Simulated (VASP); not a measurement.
# Tl (Fm-3m) in VASP: further runs

Tl is run at these levels: PBE; tasks: single point.

Program: VASP 6.6.1. These are calculated values, not measurements. Logs are shortened: lines on timing, memory, paths and dates and some standing lists are left out, and cuts for length are marked.

### 1 The cell of the first run

Symmetry: Fm-3m, No. 225, cubic system. The conventional cell has a = 4.271 Å, b = 4.271 Å, c = 4.271 Å, α = 90.00°, β = 90.00°, γ = 90.00°. Within 4.0 Å of Tl (site symmetry m-3m) lie 12 Tl at 3.02 Å.

### 2 Single point, PBE (volume scaled by 0.96)

The input, INCAR:

```
ALGO = Normal
EDIFF = 1E-6
ENCUT = 520
GGA = PE
ISIF = 2
ISMEAR = -1
LASPH = True
LCHARG = False
LREAL = False
LWAVE = False
NBANDS = 12
NELM = 100
PREC = Accurate
SIGMA = 0.05
```

The input, KPOINTS:

```
k-points
0
Gamma
  16 16 16
```

The input, POSCAR:

```
Tl
1.0
    0.0000000000      2.1357396564      2.1357396564
    2.1357396564      0.0000000000      2.1357396564
    2.1357396564      2.1357396564      0.0000000000
Tl
1
Direct
    0.0000000000      0.0000000000      0.0000000000
```

Potentials or basis: VASP PAW PBE potentials, release 64 (Tl_d).

The run is started by

```
> cat potpaw_PBE.64/Tl_d/POTCAR > POTCAR
> mpirun -np 1 vasp_std > vasp.out
```

OUTCAR:

```text
EDIFF = 1E-6
   ENCUT = 520
   GGA = PE
   ISIF = 2
   ISMEAR = -1
   LASPH = True
   LREAL = False
   NELM = 100
   PREC = Accurate

 ion  position               nearest neighbor table
   1  0.000  0.000  0.000-

  LATTYP: Found a face centered cubic cell.
 ALAT       =     4.2714793128

  Lattice vectors:

 A1 = (   0.0000000000,   2.1357396564,   2.1357396564)
 A2 = (   2.1357396564,   0.0000000000,   2.1357396564)
 A3 = (   2.1357396564,   2.1357396564,   0.0000000000)

Analysis of symmetry for initial positions (statically):
=====================================================================
 Subroutine PRICEL returns:
 Original cell was already a primitive cell.

 Routine SETGRP: Setting up the symmetry group for a
 face centered cubic supercell.

 Subroutine GETGRP returns: Found 48 space group operations
 (whereof 48 operations were pure point group operations)
 out of a pool of 48 trial point group operations.

The static configuration has the point symmetry O_h .

Analysis of symmetry for dynamics (positions and initial velocities):
=====================================================================
 Subroutine PRICEL returns:
 Original cell was already a primitive cell.

 Routine SETGRP: Setting up the symmetry group for a
 face centered cubic supercell.

 Subroutine GETGRP returns: Found 48 space group operations
 (whereof 48 operations were pure point group operations)
 out of a pool of 48 trial point group operations.

The dynamic configuration has the point symmetry O_h .

 Subroutine INISYM returns: Found 48 space group operations
 (whereof 48 operations are pure point group operations),
 and found     1 'primitive' translations

----------------------------------------------------------------------------------------

                                     Primitive cell

  volume of cell :      19.4839

  direct lattice vectors                    reciprocal lattice vectors
     0.000000000  2.135739656  2.135739656    -0.234110931  0.234110931  0.234110931
     2.135739656  0.000000000  2.135739656     0.234110931 -0.234110931  0.234110931
     2.135739656  2.135739656  0.000000000     0.234110931  0.234110931 -0.234110931

  length of vectors
     3.020391988  3.020391988  3.020391988     0.405492028  0.405492028  0.405492028

  position of ions in fractional coordinates (direct lattice)
     0.000000000  0.000000000  0.000000000

  ion indices of the primitive-cell ions
   primitive index   ion index
                 1           1

----------------------------------------------------------------------------------------

 KPOINTS: k-points

Automatic generation of k-mesh.
 Grid dimensions read from file:
 generate k-points for:   16   16   16

 Generating k-lattice:

  Cartesian coordinates                     Fractional coordinates (reciprocal lattice)
    -0.014631933  0.014631933  0.014631933     0.062500000  0.000000000  0.000000000
     0.014631933 -0.014631933  0.014631933     0.000000000  0.062500000  0.000000000
     0.014631933  0.014631933 -0.014631933     0.000000000  0.000000000  0.062500000

  Length of vectors
     0.025343252  0.025343252  0.025343252

  Shift w.r.t. Gamma in fractional coordinates (k-lattice)
     0.000000000  0.000000000  0.000000000

 Subroutine IBZKPT returns following result:
 ===========================================

 Found    145 irreducible k-points:

 Following reciprocal coordinates:
            Coordinates               Weight
  0.000000  0.000000  0.000000      1.000000
  0.062500  0.000000  0.000000      8.000000
  0.125000  0.000000  0.000000      8.000000
  0.187500  0.000000  0.000000      8.000000
  0.250000  0.000000  0.000000      8.000000
  0.312500  0.000000  0.000000      8.000000
[... 16 lines left out ...]
 -0.125000  0.062500  0.000000     24.000000
 -0.062500  0.062500  0.000000     12.000000
 [... further k-points ...]
   k-points           NKPTS =    145   k-points in BZ     NKDIM =    145   number of bands    NBANDS=     12
   number of dos      NEDOS =    301   number of ions     NIONS =      1
   total plane-waves  NPLWV =  13824
   dimension x,y,z NGX =    24 NGY =   24 NGZ =   24
   dimension x,y,z NGXF=    48 NGYF=   48 NGZF=   48
   ions per type =               1
   NGX,Y,Z   is equivalent  to a cutoff of  13.21, 13.21, 13.21 a.u.
   NGXF,Y,Z  is equivalent  to a cutoff of  26.42, 26.42, 26.42 a.u.
 SYSTEM =  unknown system
   PREC   = accura    normal or accurate (medium, high low for compatibility)
   ISTART =      0    job   : 0-new  1-cont  2-samecut
   ICHARG =      2    charge: 1-file 2-atom 10-const
   ISPIN  =      1    spin polarized calculation?
   LNONCOLLINEAR =      F non collinear calculations
   LSORBIT =      F    spin-orbit coupling
   LASPH  =      T    aspherical Exc in radial PAW
   ENCUT  =  520.0 eV  38.22 Ry    6.18 a.u.   5.62  5.62  5.62*2*pi/ulx,y,z
   NELM   =    100;   NELMIN=  2; NELMDL= -5     # of ELM steps
   EDIFF  = 0.1E-05   stopping-criterion for ELM
   LREAL  =      F    real-space projection
   EDIFFG = 0.1E-04   stopping-criterion for IOM
   NSW    =      0    number of steps for IOM
   IBRION =     -1    ionic relax: 0-MD 1-quasi-New 2-CG
   NFREE  =      0    steps in history (QN), initial steepest desc. (CG)
   ISIF   =      2    stress and relaxation
   ISYM   =      2    0-nonsym 1-usesym 2-fastsym
   POTIM  = 0.5000    time-step for ionic-motion
   TEBEG  =    0.0;   TEEND  =   0.0 temperature during run
   PSTRESS=    0.0 pullay stress
   NELECT =      13.0000    total number of electrons
   NUPDOWN=      -1.0000    fix difference up-down
   EMIN   =  10.00;   EMAX   =-10.00  energy-range for DOS
   EFERMI =   0.00;   METHOD = LEGACY
   ISMEAR =    -1;   SIGMA  =   0.05  broadening in eV -4-tet -1-fermi 0-gaus
   EFERMI_NEDOS =   21; number of points for ismear=-14 and -15
   IALGO  =     38    algorithm
   IMIX   =      4    mixing-type and parameters
     AMIX     =   0.40;   BMIX     =  1.00
     AMIX_MAG =   1.60;   BMIX_MAG =  1.00
  volume/ion in A,a.u.               =      19.48       131.48
  Fermi-wavevector in a.u.,A,eV,Ry     =   1.430532  2.703314 27.843267  2.046422
  Thomas-Fermi vector in A             =   2.550367
   LORBIT       =      0    0 simple, 1 ext, 2 COOP (PROOUT), +10 PAW based schemes
   GGA     = PE    functional components
   LHFCALC =     F    Hartree Fock is set to
   AEXX    =    0.0000 exact exchange contribution
   IVDW    =     0    specifies the selected vdW correction
   LEPSILON=     F    determine dielectric tensor
   LRPA    =     F    only Hartree local field effects (RPA)
 non-spin polarized calculation
  energy-cutoff  :      520.00
  volume of cell :       19.48
 maximum number of plane-waves:       544
   NGX = 11   NGY = 11   NGZ = 11

 number of electron      13.0000001 magnetization

 Free energy of the ion-electron system (eV)
  ---------------------------------------------------
  ext. energy  EPLUGINS =         0.00000000
  ---------------------------------------------------
  free energy    TOTEN  =        -1.19911911 eV

  energy without entropy =       -1.19623039  energy(sigma->0) =       -1.19767475

 E-fermi :  11.8482     XC(G=0): -12.2584

 val. band max:       11.8393122168   @ k =  -0.2500   0.5000   0.2500
 cond. band min:      11.8763713863   @ k =  -0.3125   0.3750   0.0625
 fundamental gap:      0.0370591695
 Fermi energy:        11.8481573458

 k-point     1 :       0.0000    0.0000    0.0000
  band No.  band energies     occupation
      1      -1.7408      2.00000
      2      -0.9528      2.00000
      3      -0.9528      2.00000
      4      -0.9528      2.00000
      5      -0.2513      2.00000
      6      -0.2513      2.00000
      7      22.6575      0.00000
      8      24.9257      0.00000
      9      24.9257      0.00000
     10      24.9257      0.00000
     11      30.0393      0.00000
     12      31.1899      0.00000

 k-point     2 :       0.0625    0.0000    0.0000
  band No.  band energies     occupation
      1      -1.6281      2.00000
      2      -0.9611      2.00000
      3      -0.9277      2.00000
      4      -0.9277      2.00000
      5      -0.2577      2.00000
      6      -0.2577      2.00000
      7      22.6191      0.00000
      8      23.9081      0.00000
      9      24.9282      0.00000
     10      24.9282      0.00000
     11      29.9272      0.00000
     12      30.8632      0.00000

 k-point     3 :       0.1250    0.0000    0.0000
  band No.  band energies     occupation
      1      -1.3828      2.00000
      2      -0.8882      2.00000
      3      -0.8656      2.00000
      4      -0.8656      2.00000
      5      -0.2650      2.00000
      6      -0.2650      2.00000
      7      21.2052      0.00000
      8      23.2237      0.00000
      9      24.8936      0.00000
     10      24.8936      0.00000
     11      28.8022      0.00000
     12      30.1330      0.00000
[... 286 lines left out ...]
 k-point    23 :      -0.1250    0.0625    0.0000
  band No.  band energies     occupation
      1      -1.2522      2.00000
      2      -0.9532      2.00000
      3      -0.8241      2.00000
      4      -0.6782      2.00000
      5      -0.3337      2.00000
      6      -0.1566      2.00000
      7      20.4624      0.00000
      8      22.3256      0.00000
      9      24.3304      0.00000
     10      25.8959      0.00000
     11      27.6733      0.00000
     12      29.6640      0.00000

 k-point    24 :      -0.0625    0.0625    0.0000
  band No.  band energies     occupation
      1      -1.4550      2.00000
      2      -0.9940      2.00000
      3      -0.8951      2.00000
      4      -0.8515      2.00000
      5      -0.2980      2.00000
      6      -0.2292      2.00000
      7      22.4568      0.00000
      8      22.8476      0.00000
      9      24.3051      0.00000
     10      25.4457      0.00000
     11      28.9502      0.00000
     12      30.8239      0.00000

 [... further k-points ...]
[... 5 lines left out ...]
  --------------------------------------------------------------------------------------
  -------------------------------------------------------------------------------------
  Total        5.5775423      5.5775423      5.5775423      0.0000000     -0.0000000      0.0000000
  in kB      458.6469679    458.6469679    458.6469679      0.0000000     -0.0000000      0.0000000
  external PRESSURE =     458.6469679 kB  Pullay stress =       0.0000000 kB

 VOLUME and BASIS-vectors are now :
 -----------------------------------------------------------------------------
  energy-cutoff  :      520.00
  volume of cell :       19.48
      direct lattice vectors                 reciprocal lattice vectors
     0.000000000  2.135739656  2.135739656    -0.234110931  0.234110931  0.234110931
     2.135739656  0.000000000  2.135739656     0.234110931 -0.234110931  0.234110931
     2.135739656  2.135739656  0.000000000     0.234110931  0.234110931 -0.234110931

 POSITION                                       TOTAL-FORCE (eV/Angst)
 -----------------------------------------------------------------------------------
      0.00000      0.00000      0.00000         0.000000      0.000000      0.000000
 -----------------------------------------------------------------------------------
    total drift:                                0.000000      0.000000     -0.000000

  FREE ENERGIE OF THE ION-ELECTRON SYSTEM (eV)
  ---------------------------------------------------
  free  energy   TOTEN  =        -1.1991191060 eV

  energy  without entropy=       -1.1962303898  energy(sigma->0) =       -1.19767475
```

Run time: 11 s. Hardware: 1 thread of Intel Xeon 6975P-C (Granite Rapids), shared host; peak memory 0.15 GiB.

Results:

| Quantity | Value |
| --- | --- |
| Free energy | -1.1991 eV |
| Pressure | 45.9 GPa |

Caveat: spin-orbit coupling is left out, which moves the levels of the heavy elements.

### 3 Single point, PBE (volume scaled by 0.98)

The input, INCAR:

```
PREC = Accurate ; ENCUT = 520
EDIFF = 1E-6 ; ISMEAR = -1
SIGMA = 0.05 ; LREAL = False
LASPH = True ; NELM = 100
ALGO = Normal ; ISIF = 2
LWAVE = False ; LCHARG = True
GGA = PE ; LELF = True
LVHAR = True ; NBANDS = 12
```

The input, KPOINTS:

```
Automatic mesh
0
Gamma
  16 16 16
```

The input, POSCAR:

```
Tl
1.0
    0.0000000000      2.1504693608      2.1504693608
    2.1504693608      0.0000000000      2.1504693608
    2.1504693608      2.1504693608      0.0000000000
Tl
1
Direct
    0.0000000000      0.0000000000      0.0000000000
```

Potentials or basis: VASP PAW PBE potentials, release 64 (Tl_d).

The run is started by

```
> cat potpaw_PBE.64/Tl_d/POTCAR > POTCAR
> mpirun -np 1 vasp_std > vasp.out
```

Run time: 15 s. Hardware: 1 thread of Intel Xeon 6975P-C (Granite Rapids), shared host; peak memory 0.16 GiB.

Results (log left out):

| Property | Result |
| --- | --- |
| Free energy | -1.3099 eV |
| Pressure | 41.4 GPa |

Levels at points of the mesh, in eV from the Fermi level:
| k point | band 3 | band 4 | band 5 | band 6 | band 7 | band 8 | band 9 | band 10 |
| --- | --- | --- | --- | --- | --- | --- | --- | --- |
| (0.00, 0.00, 0.00) | -12.70 | -12.70 | -12.03 | -12.03 | 10.86 | 12.97 | 12.97 | 12.97 |
| (0.50, 0.00, 0.00) | -12.69 | -11.46 | -11.46 | -5.25 | -4.98 | 10.30 | 10.53 | 10.53 |
| (0.50, 0.50, 0.00) | -11.50 | -11.31 | -11.31 | -3.43 | -2.66 | 4.50 | 4.50 | 9.61 |

Caveat: spin-orbit coupling is left out, which moves the levels of the heavy elements.

### 4 Single point, PBE (volume scaled by 1.02)

The input, INCAR:

```
SYSTEM = Tl
PREC     = Accurate       ! precision mode
ENCUT    = 520            ! plane-wave cutoff, eV
EDIFF    = 1E-7           ! SCF threshold, eV
ISMEAR   = -1             ! smearing method
SIGMA    = 0.05           ! smearing width, eV
LREAL    = .FALSE.        ! projectors in reciprocal space
LASPH    = .TRUE.         ! aspherical terms in the spheres
NELM     = 80             ! most SCF steps
ALGO     = Normal         ! electronic algorithm
ISIF     = 2              ! what is computed and relaxed
LWAVE    = .FALSE.        ! write WAVECAR
LCHARG   = .FALSE.        ! write CHGCAR
GGA      = PE             ! functional
NBANDS   = 12             ! bands
```

The input, KPOINTS:

```
Automatic mesh
0
G
  16 16 16
  0 0 0
```

The input, POSCAR:

```
Tl
1.0
    0.0000000000      2.1793381662      2.1793381662
    2.1793381662      0.0000000000      2.1793381662
    2.1793381662      2.1793381662      0.0000000000
Tl
1
Direct
    0.0000000000      0.0000000000      0.0000000000
```

The run is started by

```
> cat potpaw_PBE.64/Tl_d/POTCAR > POTCAR
> mpirun -np 1 vasp_std > vasp.out
```

Run time: 12 s. Hardware: 1 thread of Intel Xeon 6975P-C (Granite Rapids), shared host; peak memory 0.16 GiB.

The run converged. Its results:

```
Free energy : -1.5003 eV
Pressure    : 33.7 GPa
```

Levels at points of the mesh, in eV from the Fermi level:
| k point | band 2 | band 3 | band 4 | band 5 | band 6 | band 7 | band 8 | band 9 | band 10 | band 11 |
| --- | --- | --- | --- | --- | --- | --- | --- | --- | --- | --- |
| (0.00, 0.00, 0.00) | -12.52 | -12.52 | -12.52 | -11.91 | -11.91 | 10.93 | 12.74 | 12.74 | 12.74 | 17.70 |
| (0.50, 0.00, 0.00) | -12.51 | -12.51 | -11.39 | -11.39 | -5.26 | -4.70 | 10.29 | 10.29 | 10.37 | 16.39 |
| (0.50, 0.50, 0.00) | -13.23 | -11.42 | -11.25 | -11.25 | -3.21 | -2.77 | 4.48 | 4.48 | 9.35 | 10.94 |

Caveat: spin-orbit coupling is left out, which moves the levels of the heavy elements.

### 5 The runs side by side

```csv
cell,gap on the mesh (eV),pressure (GPa)
"a = 3.020 Å, angles 60.0°, 1 atom",none,45.9
"a = 3.041 Å, angles 60.0°, 1 atom",none,41.4
"a = 3.082 Å, angles 60.0°, 1 atom",none,33.7
```

Alike in all rows: task single point; level PBE; potentials or basis VASP PAW PBE potentials, release 64 (Tl_d); no spin polarisation; k mesh 16 × 16 × 16; cutoff (eV) 520; smearing fermi-dirac 0.05 eV.

Caveats: spin-orbit coupling is left out, which moves the levels of the heavy elements.

Total energies depend on the potentials used, so only differences within one code and one set of settings carry meaning.
